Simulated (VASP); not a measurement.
# Be4Se3 (P1) in VASP: relaxation of cell and atoms with PBE

Aim: the relaxation of cell and atoms of Be4Se3 with PBE.

All numbers are computed with VASP 6.6.1; they aren't measurements. Logs are shortened: lines on timing, memory, paths and dates and some standing lists are left out, and cuts for length are marked.

## (1) The cell of the first run

The typed cell holds 7 atoms: a = 4.670 Å, b = 6.217 Å, c = 6.118 Å, α = 117.83°, β = 88.76°, γ = 90.34°.

## (2) Relaxation of cell and atoms, PBE

File INCAR:

```
SYSTEM = Be4Se3
PREC = Accurate
ENCUT = 600
EDIFF = 1E-7
ISMEAR = 0
SIGMA = 0.1
LREAL = .FALSE.
LASPH = .TRUE.
NELM = 100
ALGO = Normal
ISIF = 3
LWAVE = .FALSE.
LCHARG = .FALSE.
GGA = PE
IBRION = 2
NSW = 80
EDIFFG = -0.025
```

File KPOINTS:

```
regular mesh
0
G
  4 3 3
  0 0 0
```

File POSCAR:

```
Be4Se3
1.0
   -0.0143147369      0.0495371025      4.6700758644
    6.2155380822      0.1457301283     -0.0191820624
   -2.9815630479      5.3418109581      0.0670784966
Be Se
4 3
Direct
    0.7885412591     -0.0141735029     -0.0011958280
    0.2405249558      0.0011326607      0.0179768664
    0.5008778716      0.3246842326      0.6663938326
    0.4930637731      0.6608408055      0.3189758307
    0.4962205726      0.3320377316      1.0164250017
    0.4915900695     -0.0009207289      0.3065514571
    0.4891814983      0.6963988015      0.6748728395
```

Potentials or basis: VASP PAW PBE potentials, release 64 (Be, Se).

Launch:

```bash
cat potpaw_PBE.64/Be/POTCAR potpaw_PBE.64/Se/POTCAR > POTCAR
mpirun -np 1 vasp_std > vasp.out
```

OUTCAR:

```text
SYSTEM = Be4Se3
   PREC = Accurate
   ENCUT = 600
   EDIFF = 1E-7
   ISMEAR = 0
   LREAL = .FALSE.
   LASPH = .TRUE.
   NELM = 100
   ISIF = 3
   GGA = PE
   IBRION = 2
   NSW = 80
   EDIFFG = -0.025

 ion  position               nearest neighbor table
   1  0.789  0.986  0.999-   2 2.12   6 2.28   7 2.43   5 2.51
   2  0.241  0.001  0.018-   1 2.12   6 2.15   7 2.36   5 2.38
   3  0.501  0.325  0.666-   5 2.12   6 2.19   7 2.29
   4  0.493  0.661  0.319-   5 2.02   7 2.08   6 2.14
   5  0.496  0.332  0.016-   4 2.02   3 2.12   2 2.38   1 2.51
   6  0.492  0.999  0.307-   4 2.14   2 2.15   3 2.19   1 2.28
   7  0.489  0.696  0.675-   4 2.08   3 2.29   2 2.36   1 2.43

  LATTYP: Found a triclinic cell.
 ALAT       =     6.2172758402
 B/A-ratio  =     1.6991004419
 C/A-ratio  =     1.2795264291
 COS(alpha) =     0.0051579965
 COS(beta)  =     0.4190974206
 COS(gamma) =     0.8588787518

  Lattice vectors:

 A1 = (  -6.2155380822,  -0.1457301283,   0.0191820624)
 A2 = (  -9.1971011301,   5.1960808298,   0.0862605590)
 A3 = (  -3.2196602974,  -5.5370781889,  -4.7179722986)

Analysis of symmetry for initial positions (statically):
=====================================================================
 Subroutine PRICEL returns:
 Original cell was already a primitive cell.

 Routine SETGRP: Setting up the symmetry group for a
 triclinic supercell.

 Subroutine GETGRP returns: Found  1 space group operations
 (whereof  1 operations were pure point group operations)
 out of a pool of  2 trial point group operations.

The static configuration has the point symmetry C_1 .

Analysis of symmetry for dynamics (positions and initial velocities):
=====================================================================
 Subroutine PRICEL returns:
 Original cell was already a primitive cell.

 Routine SETGRP: Setting up the symmetry group for a
 triclinic supercell.

 Subroutine GETGRP returns: Found  1 space group operations
 (whereof  1 operations were pure point group operations)
 out of a pool of  2 trial point group operations.

The dynamic configuration has the point symmetry C_1 .

 Subroutine INISYM returns: Found  1 space group operations
 (whereof  1 operations are pure point group operations),
 and found     1 'primitive' translations

----------------------------------------------------------------------------------------

                                     Primitive cell

  volume of cell :     157.0667

  direct lattice vectors                    reciprocal lattice vectors
    -0.014314737  0.049537102  4.670075864     0.000714616 -0.002290342  0.214155769
     6.215538082  0.145730128 -0.019182062     0.158807339  0.088644940 -0.000453510
    -2.981563048  5.341810958  0.067078497    -0.004339055  0.184805345 -0.001973594

  length of vectors
     4.670360523  6.217275840  6.117937728     0.214169208  0.181873313  0.184866812

  position of ions in fractional coordinates (direct lattice)
     0.788541259  0.985826497  0.998804172
     0.240524956  0.001132661  0.017976866
     0.500877872  0.324684233  0.666393833
     0.493063773  0.660840806  0.318975831
     0.496220573  0.332037732  0.016425002
     0.491590069  0.999079271  0.306551457
     0.489181498  0.696398802  0.674872839

  ion indices of the primitive-cell ions
   primitive index   ion index
                 1           1
                 2           2
                 3           3
                 4           4
                 5           5
                 6           6
                 7           7

----------------------------------------------------------------------------------------

 KPOINTS: regular mesh

Automatic generation of k-mesh.
 Grid dimensions read from file:
 generate k-points for:    4    3    3

 Generating k-lattice:

  Cartesian coordinates                     Fractional coordinates (reciprocal lattice)
     0.000178654 -0.000572586  0.053538942     0.250000000  0.000000000 -0.000000000
     0.052935780  0.029548313 -0.000151170     0.000000000  0.333333333  0.000000000
    -0.001446352  0.061601782 -0.000657865     0.000000000  0.000000000  0.333333333

  Length of vectors
     0.053542302  0.060624438  0.061622271

  Shift w.r.t. Gamma in fractional coordinates (k-lattice)
     0.000000000  0.000000000  0.000000000

 Subroutine IBZKPT returns following result:
 ===========================================

 Found     19 irreducible k-points:

 Following reciprocal coordinates:
            Coordinates               Weight
  0.000000  0.000000  0.000000      1.000000
  0.250000 -0.000000 -0.000000      2.000000
  0.500000 -0.000000 -0.000000      1.000000
  0.000000  0.333333 -0.000000      2.000000
  0.250000  0.333333 -0.000000      2.000000
  0.500000  0.333333 -0.000000      2.000000
[... 11 lines left out ...]
  0.500000 -0.333333  0.333333      2.000000
 -0.250000 -0.333333  0.333333      2.000000
   k-points           NKPTS =     19   k-points in BZ     NKDIM =     19   number of bands    NBANDS=     17
   number of dos      NEDOS =    301   number of ions     NIONS =      7
   total plane-waves  NPLWV = 100000
   dimension x,y,z NGX =    40 NGY =   50 NGZ =   50
   dimension x,y,z NGXF=    80 NGYF=  100 NGZF=  100
   ions per type =               4   3
   NGX,Y,Z   is equivalent  to a cutoff of  14.24, 13.37, 13.59 a.u.
   NGXF,Y,Z  is equivalent  to a cutoff of  28.48, 26.74, 27.17 a.u.
 SYSTEM =  Be4Se3
   PREC   = accura    normal or accurate (medium, high low for compatibility)
   ISTART =      0    job   : 0-new  1-cont  2-samecut
   ICHARG =      2    charge: 1-file 2-atom 10-const
   ISPIN  =      1    spin polarized calculation?
   LNONCOLLINEAR =      F non collinear calculations
   LSORBIT =      F    spin-orbit coupling
   LASPH  =      T    aspherical Exc in radial PAW
   ENCUT  =  600.0 eV  44.10 Ry    6.64 a.u.   9.33 12.42 12.22*2*pi/ulx,y,z
   NELM   =    100;   NELMIN=  2; NELMDL= -5     # of ELM steps
   EDIFF  = 0.1E-06   stopping-criterion for ELM
   LREAL  =      F    real-space projection
   EDIFFG = -.3E-01   stopping-criterion for IOM
   NSW    =     80    number of steps for IOM
   IBRION =      2    ionic relax: 0-MD 1-quasi-New 2-CG
   NFREE  =      1    steps in history (QN), initial steepest desc. (CG)
   ISIF   =      3    stress and relaxation
   ISYM   =      2    0-nonsym 1-usesym 2-fastsym
   POTIM  = 0.5000    time-step for ionic-motion
   TEBEG  =    0.0;   TEEND  =   0.0 temperature during run
   PSTRESS=    0.0 pullay stress
   NELECT =      26.0000    total number of electrons
   NUPDOWN=      -1.0000    fix difference up-down
   EMIN   =  10.00;   EMAX   =-10.00  energy-range for DOS
   EFERMI =   0.00;   METHOD = LEGACY
   ISMEAR =     0;   SIGMA  =   0.10  broadening in eV -4-tet -1-fermi 0-gaus
   EFERMI_NEDOS =   21; number of points for ismear=-14 and -15
   IALGO  =     38    algorithm
   IMIX   =      4    mixing-type and parameters
     AMIX     =   0.40;   BMIX     =  1.00
     AMIX_MAG =   1.60;   BMIX_MAG =  1.00
  volume/ion in A,a.u.               =      22.44       151.42
  Fermi-wavevector in a.u.,A,eV,Ry     =   0.898886  1.698648 10.993453  0.807996
  Thomas-Fermi vector in A             =   2.021651
   LORBIT       =      0    0 simple, 1 ext, 2 COOP (PROOUT), +10 PAW based schemes
   GGA     = PE    functional components
   LHFCALC =     F    Hartree Fock is set to
   AEXX    =    0.0000 exact exchange contribution
   IVDW    =     0    specifies the selected vdW correction
   LEPSILON=     F    determine dielectric tensor
   LRPA    =     F    only Hartree local field effects (RPA)
 conjugate gradient relaxation of ions
 non-spin polarized calculation
 Gauss-broadening in eV      SIGMA  =   0.10
  energy-cutoff  :      600.00
  volume of cell :      157.07
 maximum number of plane-waves:      5265
 NGX is ok and might be reduce to    40
   NGX = 19   NGY = 25   NGZ = 25

--------------------------------------- Ionic step        1  -------------------------------------------

 number of electron      26.0000000 magnetization

 Free energy of the ion-electron system (eV)
  ---------------------------------------------------
  ext. energy  EPLUGINS =         0.00000000
  ---------------------------------------------------
  free energy    TOTEN  =       -26.92921307 eV

  energy without entropy =      -26.92921279  energy(sigma->0) =      -26.92921293

------------------------ aborting loop because EDIFF is reached ----------------------------------------

  FORCE on cell =-STRESS in cart. coord.  units (eV):
  Direction    XX          YY          ZZ          XY          YZ          ZX
  --------------------------------------------------------------------------------------
  -------------------------------------------------------------------------------------
  Total        0.2227229      1.5540126      0.2340863     -1.9397726      0.0411341     -0.2829024
  in kB        2.2719112     15.8518914      2.3878251    -19.7868828      0.4195938     -2.8857798
  external PRESSURE =       6.8372092 kB  Pullay stress =       0.0000000 kB
[... 104 lines left out ...]
  FREE ENERGIE OF THE ION-ELECTRON SYSTEM (eV)
  ---------------------------------------------------
  free  energy   TOTEN  =       -27.2194246683 eV

  energy  without entropy=      -27.2194246680  energy(sigma->0) =      -27.21942467

[... ionic steps 4 to 11 ...]

--------------------------------------- Ionic step       12  -------------------------------------------

 number of electron      26.0000000 magnetization

------------------------ aborting loop because EDIFF is reached ----------------------------------------

  FORCE on cell =-STRESS in cart. coord.  units (eV):
  Direction    XX          YY          ZZ          XY          YZ          ZX
  --------------------------------------------------------------------------------------
  -------------------------------------------------------------------------------------
  Total       -0.0137916     -0.0351578     -0.0006274     -0.0250187      0.0198336     -0.0259933
  in kB       -0.1406344     -0.3585078     -0.0063972     -0.2551177      0.2022446     -0.2650560
  external PRESSURE =      -0.1685131 kB  Pullay stress =       0.0000000 kB
[... 67 lines left out ...]
  energy  without entropy=      -27.2987589830  energy(sigma->0) =      -27.29875898

--------------------------------------- Ionic step       14  -------------------------------------------

 number of electron      26.0000000 magnetization

 Free energy of the ion-electron system (eV)
  ---------------------------------------------------
  ext. energy  EPLUGINS =         0.00000000
  ---------------------------------------------------
  free energy    TOTEN  =       -27.29902327 eV

  energy without entropy =      -27.29902327  energy(sigma->0) =      -27.29902327

 E-fermi :   3.0745     XC(G=0):  -7.7844

 val. band max:        2.6871821710   @ k =   0.5000   0.3333   0.3333
 cond. band min:       3.4740557548   @ k =   0.5000   0.3333  -0.0000
 fundamental gap:      0.7868735838
 Fermi energy:         3.0744721635

 k-point     1 :       0.0000    0.0000    0.0000
  band No.  band energies     occupation
      1     -12.4999      2.00000
      2     -11.2130      2.00000
      3     -11.2109      2.00000
      4      -4.5408      2.00000
      5      -3.5338      2.00000
      6      -3.5312      2.00000
[... 9 lines left out ...]
     16       4.8606      0.00000
     17       5.6495      0.00000
[... 392 lines left out ...]
  FREE ENERGIE OF THE ION-ELECTRON SYSTEM (eV)
  ---------------------------------------------------
  free  energy   TOTEN  =       -27.2990232678 eV

  energy  without entropy=      -27.2990232658  energy(sigma->0) =      -27.29902327

 reached required accuracy - stopping structural energy minimisation
```

It took 6.7 min on 1 thread of Intel Xeon 6975P-C (Granite Rapids), shared host; peak memory 0.35 GiB.

What came out:

- Free energy: -27.2990 eV
- Relaxed volume: 22.44 Å³/atom
- Relaxed cell: a = 4.667 Å, b = 6.233 Å, c = 6.233 Å, α = 119.99°, β = 89.62°, γ = 90.31°
- Space group after relaxing (to 0.1 Å): P-62m (No. 189)
- Energy gained by relaxing: 52.8 meV/atom
- Ionic steps: 14
- Pressure after relaxing: 0.0 GPa
- Largest force after relaxing: 0.023 eV/Å
- Band gap on the k mesh: 0.79 eV (least direct gap 1.20 eV)

Forces in eV/Å, atoms in the order of the input:
```
Be   0.005  0.004  0.008
Be  -0.005 -0.004 -0.005
Be   0.004 -0.001  0.009
Be   0.008  0.011  0.016
Se  -0.011  0.000 -0.014
Se  -0.020 -0.007 -0.008
Se   0.019 -0.003 -0.007
```

Step by step:
| step | energy change (eV) | largest force (eV/Å) | pressure (GPa) | volume (Å³) |
| --- | --- | --- | --- | --- |
| 1 | 0.0000 | 1.5359 | 0.68 | 157.07 |
| 2 | -0.2821 | 0.5388 | -0.61 | 159.22 |
| 3 | -0.2902 | 0.7250 | -0.76 | 159.67 |
| 4 | -0.3469 | 0.2649 | 0.01 | 157.51 |
| 5 | -0.3480 | 0.2926 | 0.15 | 157.16 |
| 6 | -0.3581 | 0.1610 | 0.00 | 157.42 |
| 7 | -0.3597 | 0.1664 | -0.08 | 157.57 |
| 8 | -0.3653 | 0.1169 | -0.07 | 157.38 |
| 9 | -0.3665 | 0.1065 | -0.05 | 157.25 |
| 10 | -0.3687 | 0.0681 | 0.05 | 156.95 |
| 11 | -0.3688 | 0.0758 | 0.06 | 156.91 |
| 12 | -0.3695 | 0.0316 | -0.02 | 157.12 |
| 13 | -0.3695 | 0.0305 | -0.05 | 157.21 |
| 14 | -0.3698 | 0.0227 | 0.01 | 157.05 |

Final structure:
```
Be Se
1.0
    -0.01323    0.01051    4.66695
     6.23292    0.00190   -0.01605
    -3.11703    5.39804    0.01981
Be Se
4 3
Direct
  0.77723 0.99947 0.99967
  0.22376 0.00050 0.00025
  0.49890 0.33324 0.66674
  0.49815 0.66660 0.33324
  0.50366 0.31702 0.00000
  0.49756 0.00029 0.31699
  0.50073 0.68287 0.68311
```

Levels at points of the mesh, in eV from the valence-band top:
```
           k point  band 10  band 11  band 12  band 13  band 14  band 15  band 16  band 17
(0.00, 0.00, 0.00)    -2.83    -2.68    -2.67    -1.79     1.96     2.15     2.17     2.96
(0.50, 0.00, 0.00)    -3.56    -2.60    -2.60    -0.89     1.09     2.17     2.18     2.45
```
